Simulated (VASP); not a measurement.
# HfN (I-4m2) in VASP: further runs

The runs below take HfN through single point, with LDA.

Everything below comes from runs of VASP 6.6.1. Logs are shortened: lines on timing, memory, paths and dates and some standing lists are left out, and cuts for length are marked.

**1. The cell of the first run**

Symmetry: I-4m2, No. 119, tetragonal system. Conventional cell: a = 3.645 Å, b = 3.645 Å, c = 5.032 Å, α = 90.00°, β = 90.00°, γ = 90.00°. Within 2.9 Å of Hf (site symmetry -4m2) lie 4 N at 2.21 Å. Within 2.9 Å of N (site symmetry -4m2) lie 4 Hf at 2.21 Å.

**2. Single point, LDA (strain +0.050 along x and y, +0.025 along z)**

INCAR reads:

```
  PREC = Accurate
  ENCUT = 520
  EDIFF = 1E-6
  ISMEAR = 0
  SIGMA = 0.15
  LREAL = F
  LASPH = T
  NELM = 60
  ALGO = Normal
  ISIF = 2
  LWAVE = F
  LCHARG = F
  GGA = CA
  NBANDS = 14
```

KPOINTS reads:

```
Automatic mesh
0
Gamma
  16 16 16
```

POSCAR reads:

```
HfN
1.0
    0.0000000000      2.5775631000      2.5161925500
    2.5775631000      0.0000000000      2.5161925500
    2.5775631000      2.5775631000      0.0000000000
Hf N
1 1
Direct
    0.0000000000      0.0000000000      0.0000000000
    0.7500000000      0.7500000000      0.7500000000
```

Potentials or basis: VASP PAW LDA potentials, release 64 (Hf_pv, N).

Command:

```bash
$ cat potpaw_LDA.64/Hf_pv/POTCAR potpaw_LDA.64/N/POTCAR > POTCAR
$ mpirun -np 1 vasp_std > vasp.out
```

OUTCAR:

```text
PREC = Accurate
   ENCUT = 520
   EDIFF = 1E-6
   ISMEAR = 0
   LREAL = F
   LASPH = T
   NELM = 60
   ISIF = 2
   GGA = CA

 ion  position               nearest neighbor table
   1  0.000  0.000  0.000-   2 2.21   2 2.21   2 2.21   2 2.21
   2  0.750  0.750  0.750-   1 2.21   1 2.21   1 2.21   1 2.21

  LATTYP: Found a body centered tetragonal cell.
 ALAT       =     3.6452246939
 C/A-ratio  =     1.3805418109

  Lattice vectors:

 A1 = (   0.0000000000,  -2.5775631000,  -2.5161925500)
 A2 = (   0.0000000000,   2.5775631000,  -2.5161925500)
 A3 = (   2.5775631000,   0.0000000000,   2.5161925500)

Analysis of symmetry for initial positions (statically):
=====================================================================
 Subroutine PRICEL returns:
 Original cell was already a primitive cell.

 Routine SETGRP: Setting up the symmetry group for a
 body centered tetragonal supercell.

 Subroutine GETGRP returns: Found  8 space group operations
 (whereof  8 operations were pure point group operations)
 out of a pool of 16 trial point group operations.

The static configuration has the point symmetry D_2d.

Analysis of symmetry for dynamics (positions and initial velocities):
=====================================================================
 Subroutine PRICEL returns:
 Original cell was already a primitive cell.

 Routine SETGRP: Setting up the symmetry group for a
 body centered tetragonal supercell.

 Subroutine GETGRP returns: Found  8 space group operations
 (whereof  8 operations were pure point group operations)
 out of a pool of 16 trial point group operations.

The dynamic configuration has the point symmetry D_2d.

 Subroutine INISYM returns: Found  8 space group operations
 (whereof  8 operations are pure point group operations),
 and found     1 'primitive' translations

----------------------------------------------------------------------------------------

                                     Primitive cell

  volume of cell :      33.4343

  direct lattice vectors                    reciprocal lattice vectors
     0.000000000  2.577563100  2.516192550    -0.193981672  0.193981672  0.198712932
     2.577563100  0.000000000  2.516192550     0.193981672 -0.193981672  0.198712932
     2.577563100  2.577563100  0.000000000     0.193981672  0.193981672 -0.198712932

  length of vectors
     3.602090571  3.602090571  3.645224694     0.338739734  0.338739734  0.338739734

  position of ions in fractional coordinates (direct lattice)
     0.000000000  0.000000000  0.000000000
     0.750000000  0.750000000  0.750000000

  ion indices of the primitive-cell ions
   primitive index   ion index
                 1           1
                 2           2

----------------------------------------------------------------------------------------

 KPOINTS: Automatic mesh

Automatic generation of k-mesh.
 Grid dimensions read from file:
 generate k-points for:   16   16   16

 Generating k-lattice:

  Cartesian coordinates                     Fractional coordinates (reciprocal lattice)
    -0.012123855  0.012123855  0.012419558     0.062500000  0.000000000  0.000000000
     0.012123855 -0.012123855  0.012419558     0.000000000  0.062500000  0.000000000
     0.012123855  0.012123855 -0.012419558     0.000000000  0.000000000  0.062500000

  Length of vectors
     0.021171233  0.021171233  0.021171233

  Shift w.r.t. Gamma in fractional coordinates (k-lattice)
     0.000000000  0.000000000  0.000000000

 Subroutine IBZKPT returns following result:
 ===========================================

 Found    349 irreducible k-points:

 Following reciprocal coordinates:
            Coordinates               Weight
  0.000000  0.000000  0.000000      1.000000
  0.062500  0.000000  0.000000      8.000000
  0.125000  0.000000  0.000000      8.000000
  0.187500  0.000000  0.000000      8.000000
  0.250000  0.000000  0.000000      8.000000
  0.312500  0.000000  0.000000      8.000000
[... 16 lines left out ...]
 -0.125000  0.062500  0.000000      8.000000
 -0.062500  0.062500  0.000000      4.000000
 [... further k-points ...]
   k-points           NKPTS =    349   k-points in BZ     NKDIM =    349   number of bands    NBANDS=     14
   number of dos      NEDOS =    301   number of ions     NIONS =      2
   total plane-waves  NPLWV =  21952
   dimension x,y,z NGX =    28 NGY =   28 NGZ =   28
   dimension x,y,z NGXF=    56 NGYF=   56 NGZF=   56
   ions per type =               1   1
   NGX,Y,Z   is equivalent  to a cutoff of  12.92, 12.92, 12.77 a.u.
   NGXF,Y,Z  is equivalent  to a cutoff of  25.85, 25.85, 25.54 a.u.
 SYSTEM =  unknown system
   PREC   = accura    normal or accurate (medium, high low for compatibility)
   ISTART =      0    job   : 0-new  1-cont  2-samecut
   ICHARG =      2    charge: 1-file 2-atom 10-const
   ISPIN  =      1    spin polarized calculation?
   LNONCOLLINEAR =      F non collinear calculations
   LSORBIT =      F    spin-orbit coupling
   LASPH  =      T    aspherical Exc in radial PAW
   ENCUT  =  520.0 eV  38.22 Ry    6.18 a.u.   6.70  6.70  6.78*2*pi/ulx,y,z
   NELM   =     60;   NELMIN=  2; NELMDL= -5     # of ELM steps
   EDIFF  = 0.1E-05   stopping-criterion for ELM
   LREAL  =      F    real-space projection
   EDIFFG = 0.1E-04   stopping-criterion for IOM
   NSW    =      0    number of steps for IOM
   IBRION =     -1    ionic relax: 0-MD 1-quasi-New 2-CG
   NFREE  =      0    steps in history (QN), initial steepest desc. (CG)
   ISIF   =      2    stress and relaxation
   ISYM   =      2    0-nonsym 1-usesym 2-fastsym
   POTIM  = 0.5000    time-step for ionic-motion
   TEBEG  =    0.0;   TEEND  =   0.0 temperature during run
   PSTRESS=    0.0 pullay stress
   NELECT =      15.0000    total number of electrons
   NUPDOWN=      -1.0000    fix difference up-down
   EMIN   =  10.00;   EMAX   =-10.00  energy-range for DOS
   EFERMI =   0.00;   METHOD = LEGACY
   ISMEAR =     0;   SIGMA  =   0.15  broadening in eV -4-tet -1-fermi 0-gaus
   EFERMI_NEDOS =   21; number of points for ismear=-14 and -15
   IALGO  =     38    algorithm
   IMIX   =      4    mixing-type and parameters
     AMIX     =   0.40;   BMIX     =  1.00
     AMIX_MAG =   1.60;   BMIX_MAG =  1.00
  volume/ion in A,a.u.               =      16.72       112.81
  Fermi-wavevector in a.u.,A,eV,Ry     =   1.253260  2.368318 21.370127  1.570660
  Thomas-Fermi vector in A             =   2.387121
   LORBIT       =      0    0 simple, 1 ext, 2 COOP (PROOUT), +10 PAW based schemes
   GGA     = CA    functional components
   LHFCALC =     F    Hartree Fock is set to
   AEXX    =    0.0000 exact exchange contribution
   IVDW    =     0    specifies the selected vdW correction
   LEPSILON=     F    determine dielectric tensor
   LRPA    =     F    only Hartree local field effects (RPA)
 non-spin polarized calculation
 Gauss-broadening in eV      SIGMA  =   0.15
  energy-cutoff  :      520.00
  volume of cell :       33.43
 maximum number of plane-waves:       925
   NGX = 13   NGY = 13   NGZ = 13

 number of electron      15.0000003 magnetization

 Free energy of the ion-electron system (eV)
  ---------------------------------------------------
  ext. energy  EPLUGINS =         0.00000000
  ---------------------------------------------------
  free energy    TOTEN  =       -22.55433458 eV

  energy without entropy =      -22.54604617  energy(sigma->0) =      -22.55019038

 E-fermi :   4.6487     XC(G=0): -10.9425

 val. band max:        4.6462668957   @ k =  -0.3750   0.1250   0.2500
 cond. band min:       4.6496507676   @ k =   0.4375   0.2500   0.0625
 fundamental gap:      0.0033838719
 Fermi energy:         4.6487203588

 k-point     1 :       0.0000    0.0000    0.0000
  band No.  band energies     occupation
      1     -26.7194      2.00000
      2     -26.7120      2.00000
      3     -26.7120      2.00000
      4     -10.6542      2.00000
      5      -0.2773      2.00000
      6      -0.2773      2.00000
      7      -0.2154      2.00000
      8       3.7457      2.00000
      9       6.3505      0.00000
     10       6.6003      0.00000
     11      10.2913      0.00000
     12      10.2913      0.00000
     13      10.6063      0.00000
     14      15.4895      0.00000

 k-point     2 :       0.0625    0.0000    0.0000
  band No.  band energies     occupation
      1     -26.7273      2.00000
      2     -26.7168      2.00000
      3     -26.7137      2.00000
      4     -10.6177      2.00000
      5      -0.3577      2.00000
      6      -0.2541      2.00000
      7      -0.2058      2.00000
      8       3.9544      2.00000
      9       6.3021      0.00000
     10       6.5428      0.00000
     11      10.2360      0.00000
     12      10.3577      0.00000
     13      10.6221      0.00000
     14      15.4856      0.00000

 k-point     3 :       0.1250    0.0000    0.0000
  band No.  band energies     occupation
      1     -26.7583      2.00000
      2     -26.7216      2.00000
      3     -26.7184      2.00000
      4     -10.5148      2.00000
      5      -0.5706      2.00000
      6      -0.1898      2.00000
      7      -0.1396      2.00000
      8       4.4944      1.85420
      9       6.1941      0.00000
     10       6.4105      0.00000
     11      10.0136      0.00000
     12      10.4983      0.00000
     13      10.6988      0.00000
     14      14.8910      0.00000

 k-point     4 :       0.1875    0.0000    0.0000
  band No.  band energies     occupation
      1     -26.8055      2.00000
      2     -26.7275      2.00000
      3     -26.7255      2.00000
      4     -10.3636      2.00000
      5      -0.7850      2.00000
      6      -0.0995      2.00000
      7      -0.0403      2.00000
      8       5.1874      0.00000
      9       6.1060      0.00000
     10       6.2891      0.00000
     11       9.6797      0.00000
     12      10.5820      0.00000
     13      10.7264      0.00000
     14      13.6346      0.00000

 k-point     5 :       0.2500    0.0000    0.0000
  band No.  band energies     occupation
      1     -26.8606      2.00000
      2     -26.7343      2.00000
      3     -26.7338      2.00000
      4     -10.1905      2.00000
      5      -0.9180      2.00000
      6      -0.0036      2.00000
      7       0.0687      2.00000
      8       5.8248      0.00000
      9       6.1081      0.00000
     10       6.2606      0.00000
     11       9.3211      0.00000
[... 276 lines left out ...]
 k-point    22 :      -0.1875    0.0625    0.0000
  band No.  band energies     occupation
      1     -26.8228      2.00000
      2     -26.7416      2.00000
      3     -26.7257      2.00000
      4     -10.2824      2.00000
      5      -0.8646      2.00000
      6      -0.0630      2.00000
      7       0.0369      2.00000
      8       5.5248      0.00000
      9       5.8408      0.00000
     10       6.4208      0.00000
     11       9.4653      0.00000
     12      10.5756      0.00000
     13      10.7354      0.00000
     14      13.4125      0.00000

 k-point    23 :      -0.1250    0.0625    0.0000
  band No.  band energies     occupation
      1     -26.7737      2.00000
      2     -26.7343      2.00000
      3     -26.7189      2.00000
      4     -10.4408      2.00000
      5      -0.6988      2.00000
      6      -0.1560      2.00000
      7      -0.0567      2.00000
      8       4.8485      0.05960
      9       5.9500      0.00000
     10       6.4760      0.00000
     11       9.8456      0.00000
     12      10.6211      0.00000
     13      10.6762      0.00000
     14      14.5301      0.00000

 k-point    24 :      -0.0625    0.0625    0.0000
  band No.  band energies     occupation
      1     -26.7383      2.00000
      2     -26.7272      2.00000
      3     -26.7147      2.00000
      4     -10.5595      2.00000
      5      -0.5015      2.00000
      6      -0.2251      2.00000
      7      -0.1373      2.00000
      8       4.2643      1.99971
      9       6.1290      0.00000
     10       6.5461      0.00000
     11      10.1116      0.00000
     12      10.5115      0.00000
     13      10.6094      0.00000
     14      15.4583      0.00000

 [... further k-points ...]

------------------------ aborting loop because EDIFF is reached ----------------------------------------

  FORCE on cell =-STRESS in cart. coord.  units (eV):
  Direction    XX          YY          ZZ          XY          YZ          ZX
  --------------------------------------------------------------------------------------
  -------------------------------------------------------------------------------------
  Total       -5.7821249     -5.7821249     -5.0455302      0.0000000      0.0000000      0.0000000
  in kB     -277.0802498   -277.0802498   -241.7825254      0.0000000      0.0000000      0.0000000
  external PRESSURE =    -265.3143417 kB  Pullay stress =       0.0000000 kB

 VOLUME and BASIS-vectors are now :
 -----------------------------------------------------------------------------
  energy-cutoff  :      520.00
  volume of cell :       33.43
      direct lattice vectors                 reciprocal lattice vectors
     0.000000000  2.577563100  2.516192550    -0.193981672  0.193981672  0.198712932
     2.577563100  0.000000000  2.516192550     0.193981672 -0.193981672  0.198712932
     2.577563100  2.577563100  0.000000000     0.193981672  0.193981672 -0.198712932

 POSITION                                       TOTAL-FORCE (eV/Angst)
 -----------------------------------------------------------------------------------
      0.00000      0.00000      0.00000         0.000000      0.000000      0.000000
      3.86634      3.86634      3.77429        -0.000000     -0.000000      0.000000
 -----------------------------------------------------------------------------------
    total drift:                               -0.000000     -0.000000      0.000000

  FREE ENERGIE OF THE ION-ELECTRON SYSTEM (eV)
  ---------------------------------------------------
  free  energy   TOTEN  =       -22.5543345825 eV

  energy  without entropy=      -22.5460461745  energy(sigma->0) =      -22.55019038
```

It took 69 s on 1 thread of AMD EPYC 9R45 (Zen 5), shared host; peak memory 0.25 GiB.

What came out:

- Free energy: -22.5543 eV
- Pressure: -26.5 GPa
- Band gap on the k mesh: zero (an odd number of electrons rules out a gap without spin polarisation)

Levels at points of the mesh, in eV from the Fermi level:
```tsv
k point	band 5	band 6	band 7	band 8	band 9	band 10	band 11	band 12
(0.00, 0.00, 0.00)	-4.93	-4.93	-4.86	-0.90	1.70	1.95	5.64	5.64
(0.50, 0.00, 0.00)	-5.39	-4.47	-4.36	1.32	2.24	2.27	3.74	4.48
(0.50, 0.50, 0.00)	-6.22	-3.46	-3.46	-0.93	1.78	3.29	3.94	3.94
(0.50, 0.00, 0.50)	-6.29	-3.43	-3.35	-1.06	1.73	3.31	3.92	3.95
```

Caveat: the cell differs from its parent crystal (strain +0.050 along x and y, +0.025 along z); the cell stands under tension; spin-orbit coupling is left out, which moves the levels of the heavy elements; an odd number of electrons without spin polarisation forces a metal; a magnetic or distorted state may lie lower.

**3. Single point, LDA (strain -0.050 along x and y, -0.025 along z)**

INCAR reads:

```
PREC = Accurate
ENCUT = 520
EDIFF = 1E-7
ISMEAR = 0
SIGMA = 0.15
LREAL = F
LASPH = T
NELM = 60
ALGO = Normal
ISIF = 2
LWAVE = F
LCHARG = F
GGA = CA
NBANDS = 14
```

KPOINTS reads:

```
regular mesh
0
Gamma
  16 16 16
```

POSCAR reads:

```
HfN
1.0
    0.0000000000      2.3320809000      2.3934514500
    2.3320809000      0.0000000000      2.3934514500
    2.3320809000      2.3320809000      0.0000000000
Hf N
1 1
Direct
    0.0000000000      0.0000000000      0.0000000000
    0.7500000000      0.7500000000      0.7500000000
```

Potentials or basis: VASP PAW LDA potentials, release 64 (Hf_pv, N).

Command:

```bash
$ cat potpaw_LDA.64/Hf_pv/POTCAR potpaw_LDA.64/N/POTCAR > POTCAR
$ mpirun -np 1 vasp_std > vasp.out
```

OUTCAR:

```text
PREC = Accurate
   ENCUT = 520
   EDIFF = 1E-7
   ISMEAR = 0
   LREAL = F
   LASPH = T
   NELM = 60
   ISIF = 2
   GGA = CA

 ion  position               nearest neighbor table
   1  0.000  0.000  0.000-   2 2.04   2 2.04   2 2.04   2 2.04
   2  0.750  0.750  0.750-   1 2.04   1 2.04   1 2.04   1 2.04

  LATTYP: Found a body centered tetragonal cell.
 ALAT       =     3.2980604373
 C/A-ratio  =     1.4514297088

  Lattice vectors:

 A1 = (  -2.3320809000,   0.0000000000,   2.3934514500)
 A2 = (   2.3320809000,   0.0000000000,   2.3934514500)
 A3 = (   0.0000000000,   2.3320809000,  -2.3934514500)

Analysis of symmetry for initial positions (statically):
=====================================================================
 Subroutine PRICEL returns:
 Original cell was already a primitive cell.

 Routine SETGRP: Setting up the symmetry group for a
 body centered tetragonal supercell.

 Subroutine GETGRP returns: Found  8 space group operations
 (whereof  8 operations were pure point group operations)
 out of a pool of 16 trial point group operations.

The static configuration has the point symmetry D_2d.

[... 174 lines left out ...]
      5       0.4985      2.00000
      6       0.5727      2.00000
      7       0.5727      2.00000
      8       6.3091      1.99608
      9       8.8442      0.00000
     10       9.2350      0.00000
     11      13.6547      0.00000
     12      14.1564      0.00000
     13      14.1564      0.00000
     14      18.5964      0.00000
[... 377 lines left out ...]
      1     -23.9653      2.00000
      2     -23.9085      2.00000
      3     -23.8868      2.00000
      4      -9.7779      2.00000
      5       0.3314      2.00000
      6       0.6356      2.00000
      7       0.6511      2.00000
      8       6.8790      0.01283
      9       8.8386      0.00000
     10       8.8522      0.00000
     11      13.7837      0.00000
     12      13.9458      0.00000
     13      14.6080      0.00000
     14      18.5928      0.00000

 [... further k-points ...]

------------------------ aborting loop because EDIFF is reached ----------------------------------------

  FORCE on cell =-STRESS in cart. coord.  units (eV):
  Direction    XX          YY          ZZ          XY          YZ          ZX
  --------------------------------------------------------------------------------------
  -------------------------------------------------------------------------------------
  Total        3.4597228      3.4597228      2.8038092      0.0000000      0.0000000     -0.0000000
  in kB      212.9168538    212.9168538    172.5508866      0.0000000      0.0000000     -0.0000000
  external PRESSURE =     199.4615314 kB  Pullay stress =       0.0000000 kB

 VOLUME and BASIS-vectors are now :
 -----------------------------------------------------------------------------
  energy-cutoff  :      520.00
  volume of cell :       26.03
      direct lattice vectors                 reciprocal lattice vectors
     0.000000000  2.332080900  2.393451450    -0.214400795  0.214400795  0.208903339
     2.332080900  0.000000000  2.393451450     0.214400795 -0.214400795  0.208903339
     2.332080900  2.332080900  0.000000000     0.214400795  0.214400795 -0.208903339

 POSITION                                       TOTAL-FORCE (eV/Angst)
 -----------------------------------------------------------------------------------
      0.00000      0.00000      0.00000        -0.000000     -0.000000      0.000000
      3.49812      3.49812      3.59018         0.000000      0.000000      0.000000
 -----------------------------------------------------------------------------------
    total drift:                                0.000000      0.000000      0.000000

  FREE ENERGIE OF THE ION-ELECTRON SYSTEM (eV)
  ---------------------------------------------------
  free  energy   TOTEN  =       -22.9357611727 eV

  energy  without entropy=      -22.9297140841  energy(sigma->0) =      -22.93273763
```

stdout:

```text
POSCAR found type information on POSCAR HfN
 POSCAR found :  2 types and       2 ions
 scaLAPACK will be used
 LDA part: xc-table for (Slater(with rela. corr.)+CA(PZ))
 , standard interpolation
 POSCAR, INCAR and KPOINTS ok, starting setup
 FFT: planning ... GRIDC
 FFT: planning ... GRID_SOFT
 FFT: planning ... GRID
 WAVECAR not read
 entering main loop
```

It took 76 s on 1 thread of AMD EPYC 9R45 (Zen 5), shared host; peak memory 0.22 GiB.

Results:

```
Free energy            : -22.9358 eV
Pressure               : 19.9 GPa
Band gap on the k mesh : zero (an odd number of electrons rules out a gap without spin polarisation)
```

Caveat: the cell differs from its parent crystal (strain -0.050 along x and y, -0.025 along z); the cell stands under pressure; spin-orbit coupling is left out, which moves the levels of the heavy elements; an odd number of electrons without spin polarisation forces a metal; a magnetic or distorted state may lie lower.

[end of part 1 of 2]

The gap in the log of VASP goes by the Fermi energy; the results here count the filled bands.